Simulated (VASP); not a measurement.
Wanted: the native input for a VASP 6.6.1 run.

| Property | Result |
| --- | --- |
| Task | single point |
| Functional | r2SCAN |
| Potentials or basis | VASP PAW PBE potentials, release 64 (Zn, O) |
| Cutoff | 520 eV |
| k mesh | 12 × 12 × 8 |
| Occupations | gaussian, width 0.01 eV |
| Spin | no spin polarisation |
| Dipole correction | no |
| Further INCAR settings | ALGO = Normal; EDIFF = 1e-06; NBANDS = 26 |

ZnO (ref):

```
Zn O
1.0
     3.23516    0.00000    0.00000
    -1.61758    2.80173    0.00000
     0.00000    0.00000    5.21108
Zn O
2 2
Direct
  0.33333 0.66667 0.98312
  0.66667 0.33333 0.48312
  0.33333 0.66667 0.39888
  0.66667 0.33333 0.89888
```

One way to write it, as run:

POSCAR

```
ZnO
1.0
    3.2351576527      0.0000000000      0.0000000000
   -1.6175788264      2.8017287125      0.0000000000
    0.0000000000      0.0000000000      5.2110795600
Zn O
2 2
Direct
    0.3333333333      0.6666666667     -0.0168843051
    0.6666666667      0.3333333333      0.4831156949
    0.3333333333      0.6666666667      0.3988843051
    0.6666666667      0.3333333333      0.8988843051
```

INCAR.step1

```
SYSTEM = ZnO
PREC     = Accurate       ! precision mode
ENCUT    = 520            ! plane-wave cutoff, eV
ISMEAR   = 0              ! smearing method
SIGMA    = 0.01           ! smearing width, eV
LREAL    = .False.        ! projectors in reciprocal space
LASPH    = .True.         ! aspherical terms in the spheres
NELM     = 100            ! most SCF steps
NBANDS   = 26             ! bands
GGA      = PE             ! functional
ALGO     = Normal         ! electronic algorithm
EDIFF    = 1E-4           ! SCF threshold, eV
LWAVE    = .True.         ! write WAVECAR
LCHARG   = .False.        ! write CHGCAR
```

INCAR.step2

```
SYSTEM = ZnO
PREC     = Accurate       ! precision mode
ENCUT    = 520            ! plane-wave cutoff, eV
EDIFF    = 1E-6           ! SCF threshold, eV
ISMEAR   = 0              ! smearing method
SIGMA    = 0.01           ! smearing width, eV
LREAL    = .False.        ! projectors in reciprocal space
LASPH    = .True.         ! aspherical terms in the spheres
NELM     = 100            ! most SCF steps
ALGO     = Normal         ! electronic algorithm
ISIF     = 2              ! what is computed and relaxed
LWAVE    = .False.        ! write WAVECAR
LCHARG   = .False.        ! write CHGCAR
METAGGA  = R2SCAN         ! meta-GGA
LMIXTAU  = .True.       
NBANDS   = 26             ! bands
ISTART   = 1
```

KPOINTS

```
regular mesh
0
Gamma
  12 12 8
  0 0 0
```

Potentials or basis: VASP PAW PBE potentials, release 64 (Zn, O).

The run is started by

```sh
$ cat potpaw_PBE.64/Zn/POTCAR potpaw_PBE.64/O/POTCAR > POTCAR
$ cp INCAR.step1 INCAR
$ mpirun -np 1 vasp_std > vasp.out
$ cp INCAR.step2 INCAR
$ mpirun -np 1 vasp_std > vasp.out
```

It gave:

| Property | Result |
| --- | --- |
| Pressure | 3.2 GPa |
| Largest force | 0.663 eV/Å |
| Band gap on the k mesh | 1.25 eV, direct |

Caveat: the PAW data sets were made with another functional, which shifts forces and pressure a little.

It took 4.1 min on 1 thread of Intel(R) Xeon(R) 6975P-C (Granite Rapids), on a shared host, peak memory 0.23 GiB.
